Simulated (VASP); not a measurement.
# Ir (Pm-3m) in VASP: notebook

Ir is run at these levels: PBE; tasks: single point, relaxation of cell and atoms.

All numbers are computed with VASP 6.6.1; they aren't measurements. Logs are shortened: lines on timing, memory, paths and dates and some standing lists are left out, and cuts for length are marked.

## Step 1: The cell of the first run

It takes space group Pm-3m (No. 221, cubic). Conventional cell: a = 2.606 Å, b = 2.606 Å, c = 2.606 Å, α = 90.00°, β = 90.00°, γ = 90.00°. Ir (site symmetry m-3m) has 6 Ir at 2.61 Å within 3.4 Å.

## Step 2: Single point, PBE, collinear spin, ferromagnetic start (volume scaled by 1.04)

INCAR reads:

```
SYSTEM = Ir
  PREC = Accurate
  ENCUT = 520
  EDIFF = 1E-6
  ISMEAR = -1
  SIGMA = 0.05
  LREAL = .False.
  LASPH = .True.
  NELM = 150
  ALGO = Normal
  ISIF = 2
  LWAVE = .False.
  LCHARG = .False.
  ISPIN = 2
  MAGMOM = 1
  LORBIT = 11
  LMAXMIX = 4
  GGA = PE
  NBANDS = 14
```

KPOINTS reads:

```
Automatic mesh
0
Gamma
  14 14 14
  0 0 0
```

POSCAR reads:

```
Ir
1.0
    2.6056521048      0.0000000000      0.0000000000
    0.0000000000      2.6056521048      0.0000000000
    0.0000000000      0.0000000000      2.6056521048
Ir
1
Direct
    0.0000000000      0.0000000000      0.0000000000
```

Potentials or basis: VASP PAW PBE potentials, release 64 (Ir).

The run is started by

```console
> cat potpaw_PBE.64/Ir/POTCAR > POTCAR
> mpirun -np 1 vasp_std > vasp.out
```

OUTCAR:

```text
SYSTEM = Ir
   PREC = Accurate
   ENCUT = 520
   EDIFF = 1E-6
   ISMEAR = -1
   LREAL = .False.
   LASPH = .True.
   NELM = 150
   ISIF = 2
   ISPIN = 2
   LORBIT = 11
   GGA = PE

 ion  position               nearest neighbor table
   1  0.000  0.000  0.000-

  LATTYP: Found a simple cubic cell.
 ALAT       =     2.6056521048

  Lattice vectors:

 A1 = (   2.6056521048,   0.0000000000,   0.0000000000)
 A2 = (   0.0000000000,   2.6056521048,   0.0000000000)
 A3 = (   0.0000000000,   0.0000000000,   2.6056521048)

Analysis of symmetry for initial positions (statically):
=====================================================================
 Subroutine PRICEL returns:
 Original cell was already a primitive cell.

 Routine SETGRP: Setting up the symmetry group for a
 simple cubic supercell.

 Subroutine GETGRP returns: Found 48 space group operations
 (whereof 48 operations were pure point group operations)
 out of a pool of 48 trial point group operations.

The static configuration has the point symmetry O_h .

Analysis of symmetry for dynamics (positions and initial velocities):
=====================================================================
 Subroutine PRICEL returns:
 Original cell was already a primitive cell.

 Routine SETGRP: Setting up the symmetry group for a
 simple cubic supercell.

 Subroutine GETGRP returns: Found 48 space group operations
 (whereof 48 operations were pure point group operations)
 out of a pool of 48 trial point group operations.

The dynamic configuration has the point symmetry O_h .

Analysis of structural, dynamic, and magnetic symmetry:
=====================================================================
 Subroutine PRICEL returns:
 Original cell was already a primitive cell.

 Routine SETGRP: Setting up the symmetry group for a
 simple cubic supercell.

 Subroutine GETGRP returns: Found 48 space group operations
 (whereof 48 operations were pure point group operations)
 out of a pool of 48 trial point group operations.

The overall configuration has the point symmetry O_h .

 Subroutine INISYM returns: Found 48 space group operations
 (whereof 48 operations are pure point group operations),
 and found     1 'primitive' translations

----------------------------------------------------------------------------------------

                                     Primitive cell

  volume of cell :      17.6909

  direct lattice vectors                    reciprocal lattice vectors
     2.605652105  0.000000000  0.000000000     0.383781088  0.000000000  0.000000000
     0.000000000  2.605652105  0.000000000     0.000000000  0.383781088  0.000000000
     0.000000000  0.000000000  2.605652105     0.000000000  0.000000000  0.383781088

  length of vectors
     2.605652105  2.605652105  2.605652105     0.383781088  0.383781088  0.383781088

  position of ions in fractional coordinates (direct lattice)
     0.000000000  0.000000000  0.000000000

  ion indices of the primitive-cell ions
   primitive index   ion index
                 1           1

----------------------------------------------------------------------------------------

 KPOINTS: Automatic mesh

Automatic generation of k-mesh.
 Grid dimensions read from file:
 generate k-points for:   14   14   14

 Generating k-lattice:

  Cartesian coordinates                     Fractional coordinates (reciprocal lattice)
     0.027412935  0.000000000  0.000000000     0.071428571  0.000000000  0.000000000
     0.000000000  0.027412935  0.000000000     0.000000000  0.071428571  0.000000000
     0.000000000  0.000000000  0.027412935     0.000000000  0.000000000  0.071428571

  Length of vectors
     0.027412935  0.027412935  0.027412935

  Shift w.r.t. Gamma in fractional coordinates (k-lattice)
     0.000000000  0.000000000  0.000000000

 Subroutine IBZKPT returns following result:
 ===========================================

 Found    120 irreducible k-points:

 Following reciprocal coordinates:
            Coordinates               Weight
  0.000000  0.000000  0.000000      1.000000
  0.071429  0.000000  0.000000      6.000000
  0.142857  0.000000  0.000000      6.000000
  0.214286  0.000000  0.000000      6.000000
  0.285714  0.000000  0.000000      6.000000
  0.357143  0.000000  0.000000      6.000000
[... 16 lines left out ...]
  0.285714  0.214286  0.000000     24.000000
  0.357143  0.214286  0.000000     24.000000
 [... further k-points ...]
   k-points           NKPTS =    120   k-points in BZ     NKDIM =    120   number of bands    NBANDS=     14
   number of dos      NEDOS =    301   number of ions     NIONS =      1
   total plane-waves  NPLWV =   8000
   dimension x,y,z NGX =    20 NGY =   20 NGZ =   20
   dimension x,y,z NGXF=    40 NGYF=   40 NGZF=   40
   ions per type =               1
   NGX,Y,Z   is equivalent  to a cutoff of  12.76, 12.76, 12.76 a.u.
   NGXF,Y,Z  is equivalent  to a cutoff of  25.52, 25.52, 25.52 a.u.
 SYSTEM =  Ir
   PREC   = accura    normal or accurate (medium, high low for compatibility)
   ISTART =      0    job   : 0-new  1-cont  2-samecut
   ICHARG =      2    charge: 1-file 2-atom 10-const
   ISPIN  =      2    spin polarized calculation?
   LNONCOLLINEAR =      F non collinear calculations
   LSORBIT =      F    spin-orbit coupling
   LASPH  =      T    aspherical Exc in radial PAW
   ENCUT  =  520.0 eV  38.22 Ry    6.18 a.u.   4.84  4.84  4.84*2*pi/ulx,y,z
   NELM   =    150;   NELMIN=  2; NELMDL= -5     # of ELM steps
   EDIFF  = 0.1E-05   stopping-criterion for ELM
   LREAL  =      F    real-space projection
   EDIFFG = 0.1E-04   stopping-criterion for IOM
   NSW    =      0    number of steps for IOM
   IBRION =     -1    ionic relax: 0-MD 1-quasi-New 2-CG
   NFREE  =      0    steps in history (QN), initial steepest desc. (CG)
   ISIF   =      2    stress and relaxation
   ISYM   =      2    0-nonsym 1-usesym 2-fastsym
   POTIM  = 0.5000    time-step for ionic-motion
   TEBEG  =    0.0;   TEEND  =   0.0 temperature during run
   PSTRESS=    0.0 pullay stress
   NELECT =       9.0000    total number of electrons
   NUPDOWN=      -1.0000    fix difference up-down
   EMIN   =  10.00;   EMAX   =-10.00  energy-range for DOS
   EFERMI =   0.00;   METHOD = LEGACY
   ISMEAR =    -1;   SIGMA  =   0.05  broadening in eV -4-tet -1-fermi 0-gaus
   EFERMI_NEDOS =   21; number of points for ismear=-14 and -15
   IALGO  =     38    algorithm
   IMIX   =      4    mixing-type and parameters
     AMIX     =   0.40;   BMIX     =  1.00
     AMIX_MAG =   1.60;   BMIX_MAG =  1.00
  volume/ion in A,a.u.               =      17.69       119.38
  Fermi-wavevector in a.u.,A,eV,Ry     =   1.306891  2.469665 23.238248  1.707963
  Thomas-Fermi vector in A             =   2.437662
   LORBIT       =     11    0 simple, 1 ext, 2 COOP (PROOUT), +10 PAW based schemes
   GGA     = PE    functional components
   LHFCALC =     F    Hartree Fock is set to
   AEXX    =    0.0000 exact exchange contribution
   IVDW    =     0    specifies the selected vdW correction
   LEPSILON=     F    determine dielectric tensor
   LRPA    =     F    only Hartree local field effects (RPA)
 spin polarized calculation
  energy-cutoff  :      520.00
  volume of cell :       17.69
 maximum number of plane-waves:       491
 NGX is ok and might be reduce to    20
   NGX =  9   NGY =  9   NGZ =  9

 number of electron       8.9999998 magnetization      -0.0060369

 number of electron       8.9999998 magnetization       0.0000389

 Free energy of the ion-electron system (eV)
  ---------------------------------------------------
  ext. energy  EPLUGINS =         0.00000000
  ---------------------------------------------------
  free energy    TOTEN  =        -7.85402727 eV

  energy without entropy =       -7.84263877  energy(sigma->0) =       -7.84833302

 E-fermi :   6.8732     XC(G=0): -12.5177

 val. band max:        6.8565714354   @ k =   0.1429   0.1429   0.0714
 cond. band min:       6.9200509905   @ k =   0.2143   0.0000   0.0000
 fundamental gap:      0.0634795551
 Fermi energy:         6.8732136808

 spin component 1

 k-point     1 :       0.0000    0.0000    0.0000
  band No.  band energies     occupation
      1      -1.8691      1.00000
      2       1.2674      1.00000
      3       1.2674      1.00000
      4       8.0511      0.00000
      5       8.0511      0.00000
      6       8.0511      0.00000
      7      22.1776      0.00000
      8      22.1776      0.00000
      9      22.1776      0.00000
     10      27.8952      0.00000
     11      30.6168      0.00000
     12      30.6168      0.00000
     13      35.1564      0.00000
     14      35.1564      0.00000
[... 375 lines left out ...]
 k-point    24 :       0.3571    0.2143    0.0000
  band No.  band energies     occupation
      1       1.3384      1.00000
      2       2.7263      1.00000
      3       3.9442      1.00000
      4       6.0759      1.00000
      5       6.6347      0.99159
      6       7.2303      0.00079
      7      14.9454      0.00000
      8      21.0140      0.00000
      9      25.1294      0.00000
     10      28.7291      0.00000
     11      29.3150      0.00000
     12      34.5170      0.00000
     13      34.8235      0.00000
     14      35.8557      0.00000

 [... further k-points ...]

 spin component 2

 k-point     1 :       0.0000    0.0000    0.0000
  band No.  band energies     occupation
      1      -1.8691      1.00000
      2       1.2671      1.00000
      3       1.2671      1.00000
      4       8.0515      0.00000
      5       8.0515      0.00000
      6       8.0515      0.00000
      7      22.1778      0.00000
      8      22.1778      0.00000
      9      22.1778      0.00000
     10      27.8942      0.00000
     11      30.6165      0.00000
     12      30.6165      0.00000
     13      35.1566      0.00000
     14      35.1566      0.00000
[... 375 lines left out ...]
 k-point    24 :       0.3571    0.2143    0.0000
  band No.  band energies     occupation
      1       1.3382      1.00000
      2       2.7262      1.00000
      3       3.9441      1.00000
      4       6.0763      1.00000
      5       6.6347      0.99159
      6       7.2307      0.00078
      7      14.9453      0.00000
      8      21.0139      0.00000
      9      25.1293      0.00000
     10      28.7288      0.00000
     11      29.3152      0.00000
     12      34.5169      0.00000
     13      34.8237      0.00000
     14      35.8555      0.00000

 [... further k-points ...]

------------------------ aborting loop because EDIFF is reached ----------------------------------------

  FORCE on cell =-STRESS in cart. coord.  units (eV):
  Direction    XX          YY          ZZ          XY          YZ          ZX
  --------------------------------------------------------------------------------------
  -------------------------------------------------------------------------------------
  Total       -0.9945552     -0.9945552     -0.9945552      0.0000000      0.0000000      0.0000000
  in kB      -90.0720825    -90.0720825    -90.0720825      0.0000000      0.0000000      0.0000000
  external PRESSURE =     -90.0720825 kB  Pullay stress =       0.0000000 kB

 VOLUME and BASIS-vectors are now :
 -----------------------------------------------------------------------------
  energy-cutoff  :      520.00
  volume of cell :       17.69
      direct lattice vectors                 reciprocal lattice vectors
     2.605652105  0.000000000  0.000000000     0.383781088  0.000000000  0.000000000
     0.000000000  2.605652105  0.000000000     0.000000000  0.383781088  0.000000000
     0.000000000  0.000000000  2.605652105     0.000000000  0.000000000  0.383781088

 POSITION                                       TOTAL-FORCE (eV/Angst)
 -----------------------------------------------------------------------------------
      0.00000      0.00000      0.00000         0.000000      0.000000      0.000000
 -----------------------------------------------------------------------------------
    total drift:                                0.000000      0.000000      0.000000

  FREE ENERGIE OF THE ION-ELECTRON SYSTEM (eV)
  ---------------------------------------------------
  free  energy   TOTEN  =        -7.8540272735 eV

  energy  without entropy=       -7.8426387696  energy(sigma->0) =       -7.84833302

 total charge

# of ion       s       p       d       tot
------------------------------------------
    1        0.707   0.475   6.969   8.151

 magnetization (x)

# of ion       s       p       d       tot
------------------------------------------
    1        0.000  -0.000   0.000   0.000
```

It took 34 s on 1 thread of Intel Xeon Platinum 8259CL at 2.50GHz (Skylake/Cascade Lake), shared host; peak memory 0.16 GiB.

Results:

- Free energy: -7.8540 eV
- Pressure: -9.0 GPa
- Net moment: 0.00 μB per cell
- Valence electrons inside the program's atomic spheres: Ir 8.15

Caveat: the cell differs from its parent crystal (volume scaled by 1.04); spin-orbit coupling is left out, which moves the levels of the heavy elements.

## Step 3: Single point, PBE, collinear spin, ferromagnetic start (volume scaled by 1.12)

INCAR reads:

```
PREC     = Accurate       # precision mode
ENCUT    = 520            # plane-wave cutoff, eV
EDIFF    = 1E-7           # SCF threshold, eV
ISMEAR   = -1             # smearing method
SIGMA    = 0.05           # smearing width, eV
LREAL    = F              # projectors in reciprocal space
LASPH    = T              # aspherical terms in the spheres
NELM     = 150            # most SCF steps
ALGO     = Normal         # electronic algorithm
ISIF     = 2              # what is computed and relaxed
LWAVE    = F              # write WAVECAR
LCHARG   = F              # write CHGCAR
ISPIN    = 2              # spin polarisation
MAGMOM   = 1              # initial moments
LORBIT   = 11             # projections on sites
LMAXMIX  = 4              # l up to which the mixer works
GGA      = PE             # functional
NBANDS   = 14             # bands
```

KPOINTS reads:

```
regular mesh
0
Gamma
  14 14 14
```

POSCAR reads:

```
Ir
1.0
    2.6708202351      0.0000000000      0.0000000000
    0.0000000000      2.6708202351      0.0000000000
    0.0000000000      0.0000000000      2.6708202351
Ir
1
Direct
    0.0000000000      0.0000000000      0.0000000000
```

Potentials or basis: VASP PAW PBE potentials, release 64 (Ir).

The run is started by

```console
> cat potpaw_PBE.64/Ir/POTCAR > POTCAR
> mpirun -np 1 vasp_std > vasp.out
```

It took 38 s on 1 thread of Intel Xeon Platinum 8259CL at 2.50GHz (Skylake/Cascade Lake), shared host; peak memory 0.17 GiB.

It converged, with:

```yaml
Free_energy: -7.7223 eV
Pressure: -21.1 GPa
Net_moment: 0.00 μB per cell
Valence_electrons_inside_the_program's_atomic_spheres: Ir 7.98
```

Levels at points of the mesh, in eV from the Fermi level:
Spin up:
```csv
k point,band 1,band 2,band 3,band 4,band 5,band 6,band 7,band 8,band 9
"(0.00, 0.00, 0.00)",-8.12,-5.04,-5.04,1.02,1.02,1.02,14.82,14.82,14.82
"(0.50, 0.00, 0.00)",-5.41,-4.44,-1.21,-1.21,-0.48,1.24,4.95,16.20,19.27
"(0.50, 0.50, 0.00)",-5.31,-4.06,-0.79,-0.79,2.71,4.36,4.36,9.63,13.24
"(0.50, 0.50, 0.50)",-4.27,-4.27,-4.27,2.86,2.86,9.65,9.79,9.79,9.79
```
Spin down:
```tsv
k point	band 1	band 2	band 3	band 4	band 5	band 6	band 7	band 8
(0.00, 0.00, 0.00)	-8.12	-5.04	-5.04	1.02	1.02	1.02	14.82	14.82
(0.50, 0.00, 0.00)	-5.41	-4.44	-1.21	-1.21	-0.48	1.24	4.95	16.20
(0.50, 0.50, 0.00)	-5.31	-4.06	-0.79	-0.79	2.71	4.36	4.36	9.63
(0.50, 0.50, 0.50)	-4.27	-4.27	-4.27	2.86	2.86	9.65	9.79	9.79
```

Caveat: the cell differs from its parent crystal (volume scaled by 1.12); spin-orbit coupling is left out, which moves the levels of the heavy elements.

## Step 4: Relaxation of cell and atoms, PBE, collinear spin, ferromagnetic start

This run uses another cell than the first one, of 15.28 Å³/atom, 0.864 times its volume.

INCAR reads:

```
ALGO = Normal ; EDIFF = 1E-6
EDIFFG = -0.01 ; ENCUT = 600
GGA = PE ; IBRION = 2
ISIF = 3 ; ISMEAR = -1
ISPIN = 2 ; LASPH = True
LCHARG = False ; LMAXMIX = 4
LORBIT = 11 ; LREAL = False
LWAVE = False ; MAGMOM = 1
NELM = 150 ; NSW = 80
PREC = Accurate ; SIGMA = 0.05
```

KPOINTS reads:

```
k-points
0
Gamma
  13 13 13
```

POSCAR reads:

```
Ir
1.0
    2.4815209647      0.0000000000      0.0000000000
    0.0000000000      2.4815209647      0.0000000000
    0.0000000000      0.0000000000      2.4815209647
Ir
1
Direct
    0.0000000000      0.0000000000      0.0000000000
```

The run is started by

```console
> cat potpaw_PBE.64/Ir/POTCAR > POTCAR
> mpirun -np 1 vasp_std > vasp.out
```

It took 60 s on 1 thread of Intel Xeon Platinum 8259CL at 2.50GHz (Skylake/Cascade Lake), shared host; peak memory 0.16 GiB.

It converged, with:

| Item | Value |
| --- | --- |
| Free energy | -7.8639 eV |
| Relaxed volume | 17.02 Å³/atom |
| Relaxed cell | a = 2.572 Å, b = 2.572 Å, c = 2.572 Å, α = 90.00°, β = 90.00°, γ = 90.00° |
| Space group after relaxing (to 0.05 Å) | Pm-3m (No. 221) |
| Energy gained by relaxing | 168.6 meV/atom |
| Ionic steps | 5 |
| Pressure after relaxing | 0.0 GPa |
| Net moment | 0.00 μB per cell |
| Valence electrons inside the program's atomic spheres | Ir 8.25 |

Step by step:
| step | energy change (eV) | largest force (eV/Å) | pressure (GPa) | volume (Å³) |
| --- | --- | --- | --- | --- |
| 1 | 0.0000 | 0.0000 | 34.58 | 15.28 |
| 2 | 0.8704 | 0.0000 | -34.40 | 23.80 |
| 3 | -0.1653 | 0.0000 | -3.68 | 17.29 |
| 4 | -0.1684 | 0.0000 | -0.70 | 17.07 |
| 5 | -0.1686 | 0.0000 | 0.04 | 17.02 |

Final structure:
```cif
data_structure
_symmetry_space_group_name_H-M 'P 1'
_symmetry_Int_Tables_number 1
_cell_length_a 2.5722
_cell_length_b 2.5722
_cell_length_c 2.5722
_cell_angle_alpha 90.000
_cell_angle_beta 90.000
_cell_angle_gamma 90.000
_cell_volume 17.02
loop_
_atom_site_label
_atom_site_type_symbol
_atom_site_fract_x
_atom_site_fract_y
_atom_site_fract_z
_atom_site_occupancy
Ir1 Ir 0.00000 0.00000 0.00000 1
```

Levels at points of the mesh, in eV from the Fermi level:
Spin up:
```tsv
k point	band 2	band 3	band 4	band 5	band 6	band 7
(0.00, 0.00, 0.00)	-5.85	-5.85	1.32	1.32	1.32	15.62
```
Spin down:
```
           k point  band 1  band 2  band 3  band 4  band 5  band 6  band 7  band 8
(0.00, 0.00, 0.00)   -9.02   -5.86   -5.86    1.32    1.32    1.32   15.62   15.62
```

Caveat: spin-orbit coupling is left out, which moves the levels of the heavy elements.

(Part 1 of 2 ends here.)
